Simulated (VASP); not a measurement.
# Pd (P6_3/mmc) in VASP: a series of runs, part 2 of 3

VASP 6.6.1. The steps go on from the part before.

## Step 3: Single point, PBEsol (volume scaled by 0.96)

INCAR

```
SYSTEM = Pd
  ALGO = Fast
  EDIFF = 1E-7
  ENCUT = 520
  GGA = PS
  ISIF = 2
  ISMEAR = -1
  LASPH = .True.
  LCHARG = .False.
  LREAL = .False.
  LWAVE = .False.
  NBANDS = 17
  NELM = 60
  PREC = Accurate
  SIGMA = 0.05
```

KPOINTS

```
k-points
0
Gamma
  11 11 6
  0 0 0
```

POSCAR

```
Pd
1.0
    2.7460433387      0.0000000000      0.0000000000
   -1.3730216694      2.3781432912      0.0000000000
    0.0000000000      0.0000000000      4.5663327230
Pd
2
Direct
    0.3333333333      0.6666666667      0.2500000000
    0.6666666667      0.3333333333      0.7500000000
```

Potentials or basis: VASP PAW PBE potentials, release 64 (Pd).

Run with:

```console
> cat potpaw_PBE.64/Pd/POTCAR > POTCAR
> mpirun -np 1 vasp_std > vasp.out
```

OUTCAR:

```text
SYSTEM = Pd
   EDIFF = 1E-7
   ENCUT = 520
   GGA = PS
   ISIF = 2
   ISMEAR = -1
   LASPH = .True.
   LREAL = .False.
   NELM = 60
   PREC = Accurate

 ion  position               nearest neighbor table
   1  0.333  0.667  0.250-   2 2.78   2 2.78   2 2.78   2 2.78   2 2.78   2 2.78
   2  0.667  0.333  0.750-   1 2.78   1 2.78   1 2.78   1 2.78   1 2.78   1 2.78

  LATTYP: Found a hexagonal cell.
 ALAT       =     2.7460433387
 C/A-ratio  =     1.6628771508

  Lattice vectors:

 A1 = (   2.7460433387,   0.0000000000,   0.0000000000)
 A2 = (  -1.3730216694,   2.3781432912,   0.0000000000)
 A3 = (   0.0000000000,   0.0000000000,   4.5663327230)

Analysis of symmetry for initial positions (statically):
=====================================================================
 Subroutine PRICEL returns:
 Original cell was already a primitive cell.

 Routine SETGRP: Setting up the symmetry group for a
 hexagonal supercell.

 Subroutine GETGRP returns: Found 24 space group operations
 (whereof 12 operations were pure point group operations)
 out of a pool of 24 trial point group operations.

The static configuration has the point symmetry D_3d.
 The point group associated with its full space group is D_6h.

Analysis of symmetry for dynamics (positions and initial velocities):
=====================================================================
 Subroutine PRICEL returns:
 Original cell was already a primitive cell.

 Routine SETGRP: Setting up the symmetry group for a
 hexagonal supercell.

 Subroutine GETGRP returns: Found 24 space group operations
 (whereof 12 operations were pure point group operations)
 out of a pool of 24 trial point group operations.

The dynamic configuration has the point symmetry D_3d.
 The point group associated with its full space group is D_6h.

 Subroutine INISYM returns: Found 24 space group operations
 (whereof 12 operations are pure point group operations),
 and found     1 'primitive' translations

----------------------------------------------------------------------------------------

                                     Primitive cell

  volume of cell :      29.8204

  direct lattice vectors                    reciprocal lattice vectors
     2.746043339  0.000000000  0.000000000     0.364160312  0.210248054  0.000000000
    -1.373021669  2.378143291  0.000000000     0.000000000  0.420496109  0.000000000
     0.000000000  0.000000000  4.566332723     0.000000000  0.000000000  0.218994116

  length of vectors
     2.746043339  2.746043339  4.566332723     0.420496109  0.420496109  0.218994116

  position of ions in fractional coordinates (direct lattice)
     0.333333333  0.666666667  0.250000000
     0.666666667  0.333333333  0.750000000

  ion indices of the primitive-cell ions
   primitive index   ion index
                 1           1
                 2           2

----------------------------------------------------------------------------------------

 KPOINTS: k-points

Automatic generation of k-mesh.
 Grid dimensions read from file:
 generate k-points for:   11   11    6

 Generating k-lattice:

  Cartesian coordinates                     Fractional coordinates (reciprocal lattice)
     0.033105483  0.019113459  0.000000000     0.090909091  0.000000000  0.000000000
     0.000000000  0.038226919  0.000000000     0.000000000  0.090909091  0.000000000
     0.000000000  0.000000000  0.036499019     0.000000000  0.000000000  0.166666667

  Length of vectors
     0.038226919  0.038226919  0.036499019

  Shift w.r.t. Gamma in fractional coordinates (k-lattice)
     0.000000000  0.000000000  0.000000000

 Subroutine IBZKPT returns following result:
 ===========================================

 Found     64 irreducible k-points:

 Following reciprocal coordinates:
            Coordinates               Weight
  0.000000  0.000000  0.000000      1.000000
  0.090909  0.000000  0.000000      6.000000
  0.181818 -0.000000  0.000000      6.000000
  0.272727 -0.000000  0.000000      6.000000
  0.363636  0.000000  0.000000      6.000000
  0.454545 -0.000000  0.000000      6.000000
[... 16 lines left out ...]
  0.090909  0.090909  0.166667     12.000000
  0.181818  0.090909  0.166667     24.000000
 [... further k-points ...]
   k-points           NKPTS =     64   k-points in BZ     NKDIM =     64   number of bands    NBANDS=     17
   number of dos      NEDOS =    301   number of ions     NIONS =      2
   total plane-waves  NPLWV =  14400
   dimension x,y,z NGX =    20 NGY =   20 NGZ =   36
   dimension x,y,z NGXF=    40 NGYF=   40 NGZF=   72
   ions per type =               2
   NGX,Y,Z   is equivalent  to a cutoff of  12.11, 12.11, 13.11 a.u.
   NGXF,Y,Z  is equivalent  to a cutoff of  24.22, 24.22, 26.21 a.u.
 SYSTEM =  Pd
   PREC   = accura    normal or accurate (medium, high low for compatibility)
   ISTART =      0    job   : 0-new  1-cont  2-samecut
   ICHARG =      2    charge: 1-file 2-atom 10-const
   ISPIN  =      1    spin polarized calculation?
   LNONCOLLINEAR =      F non collinear calculations
   LSORBIT =      F    spin-orbit coupling
   LASPH  =      T    aspherical Exc in radial PAW
   ENCUT  =  520.0 eV  38.22 Ry    6.18 a.u.   5.11  5.11  8.49*2*pi/ulx,y,z
   NELM   =     60;   NELMIN=  2; NELMDL= -5     # of ELM steps
   EDIFF  = 0.1E-06   stopping-criterion for ELM
   LREAL  =      F    real-space projection
   EDIFFG = 0.1E-05   stopping-criterion for IOM
   NSW    =      0    number of steps for IOM
   IBRION =     -1    ionic relax: 0-MD 1-quasi-New 2-CG
   NFREE  =      0    steps in history (QN), initial steepest desc. (CG)
   ISIF   =      2    stress and relaxation
   ISYM   =      2    0-nonsym 1-usesym 2-fastsym
   POTIM  = 0.5000    time-step for ionic-motion
   TEBEG  =    0.0;   TEEND  =   0.0 temperature during run
   PSTRESS=    0.0 pullay stress
   NELECT =      20.0000    total number of electrons
   NUPDOWN=      -1.0000    fix difference up-down
   EMIN   =  10.00;   EMAX   =-10.00  energy-range for DOS
   EFERMI =   0.00;   METHOD = LEGACY
   ISMEAR =    -1;   SIGMA  =   0.05  broadening in eV -4-tet -1-fermi 0-gaus
   EFERMI_NEDOS =   21; number of points for ismear=-14 and -15
   IALGO  =     68    algorithm
   IMIX   =      4    mixing-type and parameters
     AMIX     =   0.40;   BMIX     =  1.00
     AMIX_MAG =   1.60;   BMIX_MAG =  1.00
  volume/ion in A,a.u.               =      14.91       100.62
  Fermi-wavevector in a.u.,A,eV,Ry     =   1.433003  2.707983 27.939541  2.053498
  Thomas-Fermi vector in A             =   2.552569
   LORBIT       =      0    0 simple, 1 ext, 2 COOP (PROOUT), +10 PAW based schemes
   GGA     = PS    functional components
   LHFCALC =     F    Hartree Fock is set to
   AEXX    =    0.0000 exact exchange contribution
   IVDW    =     0    specifies the selected vdW correction
   LEPSILON=     F    determine dielectric tensor
   LRPA    =     F    only Hartree local field effects (RPA)
 non-spin polarized calculation
 RMM-DIIS sequential band-by-band and
  energy-cutoff  :      520.00
  volume of cell :       29.82
 maximum number of plane-waves:       815
   NGX = 11   NGY = 11   NGZ = 17

 number of electron      20.0000003 magnetization

 Free energy of the ion-electron system (eV)
  ---------------------------------------------------
  ext. energy  EPLUGINS =         0.00000000
  ---------------------------------------------------
  free energy    TOTEN  =       -11.84905746 eV

  energy without entropy =      -11.80320388  energy(sigma->0) =      -11.82613067

 E-fermi :   9.4500     XC(G=0): -13.3124

 val. band max:        9.4443095744   @ k =   0.1818   0.1818   0.0000
 cond. band min:       9.4625158755   @ k =   0.3636   0.0000   0.0000
 fundamental gap:      0.0182063011
 Fermi energy:         9.4500461131

 k-point     1 :       0.0000    0.0000    0.0000
  band No.  band energies     occupation
      1       2.2825      2.00000
      2       4.1683      2.00000
      3       6.5300      2.00000
      4       6.7270      2.00000
      5       6.7270      2.00000
      6       7.0803      2.00000
[... 9 lines left out ...]
     16      28.9654      0.00000
     17      31.6235      0.00000

 k-point     2 :       0.0909    0.0000    0.0000
  band No.  band energies     occupation
      1       2.5490      2.00000
      2       4.3574      2.00000
      3       6.3664      2.00000
      4       6.8552      2.00000
      5       6.9067      2.00000
      6       7.0059      2.00000
[... 9 lines left out ...]
     16      28.6175      0.00000
     17      30.0444      0.00000
[... 421 lines left out ...]
 k-point    24 :       0.1818    0.0909    0.1667
  band No.  band energies     occupation
      1       4.0559      2.00000
      2       5.1252      2.00000
      3       5.8851      2.00000
      4       6.0730      2.00000
      5       6.5674      2.00000
      6       7.0353      2.00000
[... 9 lines left out ...]
     16      27.0097      0.00000
     17      28.3084      0.00000

 [... further k-points ...]
[... 5 lines left out ...]
  --------------------------------------------------------------------------------------
  -------------------------------------------------------------------------------------
  Total       -0.7753259     -0.7753259     -0.7027403      0.0000000      0.0000000      0.0000000
  in kB      -41.6564147    -41.6564147    -37.7565657      0.0000000      0.0000000      0.0000000
  external PRESSURE =     -40.3564650 kB  Pullay stress =       0.0000000 kB

 VOLUME and BASIS-vectors are now :
 -----------------------------------------------------------------------------
  energy-cutoff  :      520.00
  volume of cell :       29.82
      direct lattice vectors                 reciprocal lattice vectors
     2.746043339  0.000000000  0.000000000     0.364160312  0.210248054  0.000000000
    -1.373021669  2.378143291  0.000000000     0.000000000  0.420496109  0.000000000
     0.000000000  0.000000000  4.566332723     0.000000000  0.000000000  0.218994116

 POSITION                                       TOTAL-FORCE (eV/Angst)
 -----------------------------------------------------------------------------------
     -0.00000      1.58543      1.14158        -0.000000     -0.000000      0.000000
      1.37302      0.79271      3.42475         0.000000      0.000000      0.000000
 -----------------------------------------------------------------------------------
    total drift:                               -0.000000      0.000000     -0.000000

  FREE ENERGIE OF THE ION-ELECTRON SYSTEM (eV)
  ---------------------------------------------------
  free  energy   TOTEN  =       -11.8490574617 eV

  energy  without entropy=      -11.8032038823  energy(sigma->0) =      -11.82613067
```

OSZICAR:

```text
N       E                     dE             d eps       ncg     rms          rms(c)
DAV:   1     0.107683434078E+03    0.10768E+03   -0.10525E+04  2176   0.116E+03
DAV:   2    -0.108250889846E+02   -0.11851E+03   -0.11215E+03  2270   0.257E+02
DAV:   3    -0.125870408925E+02   -0.17620E+01   -0.17464E+01  2703   0.345E+01
DAV:   4    -0.125978982090E+02   -0.10857E-01   -0.10855E-01  2561   0.256E+00
DAV:   5    -0.125980587329E+02   -0.16052E-03   -0.16052E-03  2644   0.336E-01    0.116E+01
RMM:   6    -0.118803902828E+02    0.71767E+00   -0.14594E+00  2186   0.982E+00    0.517E+00
RMM:   7    -0.118566412155E+02    0.23749E-01   -0.32234E-02  2320   0.156E+00    0.257E+00
RMM:   8    -0.118491075703E+02    0.75336E-02   -0.48453E-03  2446   0.608E-01    0.173E-01
RMM:   9    -0.118490411933E+02    0.66377E-04   -0.61533E-04  2594   0.194E-01    0.455E-02
RMM:  10    -0.118490531891E+02   -0.11996E-04   -0.12803E-04  2650   0.743E-02    0.228E-02
RMM:  11    -0.118490573609E+02   -0.41718E-05   -0.29011E-05  2607   0.349E-02    0.226E-02
RMM:  12    -0.118490571809E+02    0.18004E-06   -0.14991E-05  2415   0.294E-02    0.413E-03
RMM:  13    -0.118490575846E+02   -0.40371E-06   -0.39108E-06  2427   0.108E-02    0.666E-03
RMM:  14    -0.118490574763E+02    0.10824E-06   -0.48639E-07  1858   0.437E-03    0.416E-03
RMM:  15    -0.118490574617E+02    0.14658E-07   -0.20295E-07  1488   0.245E-03
   1 F= -.11849057E+02 E0= -.11826131E+02  d E =-.458536E-01
```

Run time: 58 s. Hardware: 1 thread of Intel Xeon 6975P-C, shared host; peak memory 0.15 GiB.

What came out:

```yaml
Free_energy: -11.8491 eV
Pressure: -4.0 GPa
Band_gap_on_the_k_mesh: zero (band 10 reaches 9.60 eV, above the bottom of band 11 at 8.75 eV)
```

Caveat: the PAW data sets were made with another functional, which shifts forces and pressure a little.

## Step 4: Single point, PBEsol (volume scaled by 1.02)

INCAR

```
SYSTEM = Pd
ALGO = Normal
EDIFF = 1E-7
ENCUT = 520
GGA = PS
ISIF = 2
ISMEAR = -1
LASPH = .TRUE.
LCHARG = .FALSE.
LREAL = .FALSE.
LWAVE = .FALSE.
NBANDS = 17
NELM = 80
PREC = Accurate
SIGMA = 0.05
```

KPOINTS

```
k-points
0
G
  11 11 6
  0 0 0
```

POSCAR

```
Pd
1.0
    2.8021004509      0.0000000000      0.0000000000
   -1.4010502255      2.4266901745      0.0000000000
    0.0000000000      0.0000000000      4.6595488139
Pd
2
Direct
    0.3333333333      0.6666666667      0.2500000000
    0.6666666667      0.3333333333      0.7500000000
```

Potentials or basis: VASP PAW PBE potentials, release 64 (Pd).

Run with:

```console
> cat potpaw_PBE.64/Pd/POTCAR > POTCAR
> mpirun -np 1 vasp_std > vasp.out
```

OUTCAR:

```text
SYSTEM = Pd
   EDIFF = 1E-7
   ENCUT = 520
   GGA = PS
   ISIF = 2
   ISMEAR = -1
   LASPH = .TRUE.
   LREAL = .FALSE.
   NELM = 80
   PREC = Accurate

 ion  position               nearest neighbor table
   1  0.333  0.667  0.250-   2 2.84   2 2.84   2 2.84   2 2.84   2 2.84   2 2.84
   2  0.667  0.333  0.750-   1 2.84   1 2.84   1 2.84   1 2.84   1 2.84   1 2.84

  LATTYP: Found a hexagonal cell.
 ALAT       =     2.8021004509
 C/A-ratio  =     1.6628771507

  Lattice vectors:

 A1 = (   2.8021004509,   0.0000000000,   0.0000000000)
 A2 = (  -1.4010502255,   2.4266901745,   0.0000000000)
 A3 = (   0.0000000000,   0.0000000000,   4.6595488139)

Analysis of symmetry for initial positions (statically):
=====================================================================
 Subroutine PRICEL returns:
 Original cell was already a primitive cell.

 Routine SETGRP: Setting up the symmetry group for a
 hexagonal supercell.

 Subroutine GETGRP returns: Found 24 space group operations
 (whereof 12 operations were pure point group operations)
 out of a pool of 24 trial point group operations.

The static configuration has the point symmetry D_3d.
[... 157 lines left out ...]
  ext. energy  EPLUGINS =         0.00000000
  ---------------------------------------------------
  free energy    TOTEN  =       -11.74601802 eV

  energy without entropy =      -11.69653338  energy(sigma->0) =      -11.72127570

 E-fermi :   8.4693     XC(G=0): -12.9399

 val. band max:        8.4593163313   @ k =   0.4545   0.0909   0.0000
 cond. band min:       8.4757210864   @ k =   0.3636  -0.0000   0.0000
 fundamental gap:      0.0164047551
 Fermi energy:         8.4693102571

 k-point     1 :       0.0000    0.0000    0.0000
  band No.  band energies     occupation
      1       1.7628      2.00000
      2       3.6402      2.00000
      3       5.8231      2.00000
      4       6.0034      2.00000
      5       6.0034      2.00000
      6       6.3210      2.00000
[... 457 lines left out ...]
      4       5.4138      2.00000
      5       5.8610      2.00000
      6       6.2866      2.00000
[... 9 lines left out ...]
     16      25.6298      0.00000
     17      26.9330      0.00000

 [... further k-points ...]
[... 5 lines left out ...]
  --------------------------------------------------------------------------------------
  -------------------------------------------------------------------------------------
  Total       -2.6401763     -2.6401763     -2.5532342      0.0000000     -0.0000000     -0.0000000
  in kB     -133.5062562   -133.5062562   -129.1098398      0.0000000     -0.0000000     -0.0000000
  external PRESSURE =    -132.0407841 kB  Pullay stress =       0.0000000 kB

 VOLUME and BASIS-vectors are now :
 -----------------------------------------------------------------------------
  energy-cutoff  :      520.00
  volume of cell :       31.68
      direct lattice vectors                 reciprocal lattice vectors
     2.802100451  0.000000000  0.000000000     0.356875143  0.206041960  0.000000000
    -1.401050225  2.426690175  0.000000000     0.000000000  0.412083920  0.000000000
     0.000000000  0.000000000  4.659548814     0.000000000  0.000000000  0.214613054

 POSITION                                       TOTAL-FORCE (eV/Angst)
 -----------------------------------------------------------------------------------
     -0.00000      1.61779      1.16489        -0.000000     -0.000000      0.000000
      1.40105      0.80890      3.49466         0.000000      0.000000      0.000000
 -----------------------------------------------------------------------------------
    total drift:                               -0.000000      0.000000     -0.000000

  FREE ENERGIE OF THE ION-ELECTRON SYSTEM (eV)
  ---------------------------------------------------
  free  energy   TOTEN  =       -11.7460180220 eV

  energy  without entropy=      -11.6965333814  energy(sigma->0) =      -11.72127570
```

OSZICAR:

```text
N       E                     dE             d eps       ncg     rms          rms(c)
DAV:   1     0.107010961000E+03    0.10701E+03   -0.10407E+04  2176   0.115E+03
DAV:   2    -0.106499830353E+02   -0.11766E+03   -0.11098E+03  2281   0.252E+02
DAV:   3    -0.124529917852E+02   -0.18030E+01   -0.17846E+01  2655   0.342E+01
DAV:   4    -0.124640981891E+02   -0.11106E-01   -0.11105E-01  2576   0.256E+00
DAV:   5    -0.124642629932E+02   -0.16480E-03   -0.16480E-03  2659   0.341E-01    0.982E+00
DAV:   6    -0.117687391291E+02    0.69552E+00   -0.16494E+00  2313   0.132E+01    0.428E+00
DAV:   7    -0.117525445222E+02    0.16195E-01   -0.11653E-02  2499   0.949E-01    0.231E+00
DAV:   8    -0.117460118199E+02    0.65327E-02   -0.14739E-03  2360   0.293E-01    0.755E-02
DAV:   9    -0.117460121314E+02   -0.31148E-06   -0.30766E-05  2793   0.477E-02    0.204E-02
DAV:  10    -0.117460177473E+02   -0.56159E-05   -0.28187E-06  2466   0.147E-02    0.574E-03
DAV:  11    -0.117460179603E+02   -0.21301E-06   -0.14448E-07  2445   0.338E-03    0.952E-04
DAV:  12    -0.117460180220E+02   -0.61705E-07   -0.11997E-08  1242   0.814E-04
   1 F= -.11746018E+02 E0= -.11721276E+02  d E =-.494846E-01
```

Run time: 47 s. Hardware: 1 thread of Intel Xeon 6975P-C, shared host; peak memory 0.17 GiB.

What came out:

```yaml
Free_energy: -11.7460 eV
Pressure: -13.2 GPa
Band_gap_on_the_k_mesh: zero (band 10 reaches 8.60 eV, above the bottom of band 11 at 7.83 eV)
```

Stress tensor (GPa, compression positive):
```
-13.35   0.00   0.00
  0.00 -13.35   0.00
  0.00   0.00 -12.91
```

Caveat: the PAW data sets were made with another functional, which shifts forces and pressure a little.

[end of part 2 of 3]
